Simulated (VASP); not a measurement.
A run of VASP 6.6.1 is set up as follows.

Contents of POSCAR:

```
CdI2
1.0
    4.1195984652      0.0000000000      0.0000000000
   -2.0597992326      3.5676769243      0.0000000000
    0.0000000000      0.0000000000      7.0523933773
Cd I
1 2
Direct
    0.0000000000      0.0000000000      0.0000000000
    0.3333333333      0.6666666667      0.2518616018
    0.6666666667      0.3333333333      0.7481383982
```

Contents of INCAR.step1:

```
SYSTEM = CdI2
  PREC = Accurate
  ENCUT = 550
  ISMEAR = 0
  SIGMA = 0.01
  LREAL = .False.
  LASPH = .True.
  NELM = 120
  NBANDS = 20
  GGA = PE
  ALGO = Normal
  EDIFF = 1E-5
  LWAVE = .True.
  LCHARG = .False.
  GGA_COMPAT = .False.
```

The input INCAR.step2:

```
SYSTEM = CdI2
  PREC = Accurate
  ENCUT = 550
  EDIFF = 1E-6
  ISMEAR = 0
  SIGMA = 0.01
  LREAL = .False.
  LASPH = .True.
  NELM = 120
  ALGO = Normal
  ISIF = 2
  LWAVE = .False.
  LCHARG = .True.
  METAGGA = R2SCAN
  LMIXTAU = .True.
  LELF = .True.
  LVHAR = .True.
  NBANDS = 20
  ISTART = 1
  GGA_COMPAT = .False.
```

KPOINTS

```
regular mesh
0
Gamma
  12 12 4
  0 0 0
```

Potentials or basis: VASP PAW PBE potentials, release 64 (Cd, I).

Command:

```bash
$ cat potpaw_PBE.64/Cd/POTCAR potpaw_PBE.64/I/POTCAR > POTCAR
$ cp INCAR.step1 INCAR
$ mpirun -np 1 vasp_std > vasp.out
$ cp INCAR.step2 INCAR
$ mpirun -np 1 vasp_std > vasp.out
```

Problem. Estimate the band gap on the k mesh.

Solution. 2.59 eV (least direct gap 3.08 eV).

Problem. Estimate the pressure.

Solution. 2.3 GPa.

Problem. Predict the largest force.

Solution. 0.021 eV/Å.

Stress tensor (GPa, compression positive):
```
2.92 0.00 0.00
0.00 2.92 0.00
0.00 0.00 0.98
```

Caveat: the cell differs from its parent crystal (epitaxial xy strain -3.0%); the PAW data sets were made with another functional, which shifts forces and pressure a little; spin-orbit coupling is left out, which moves the levels of the heavy elements. A k mesh can miss the band edges.
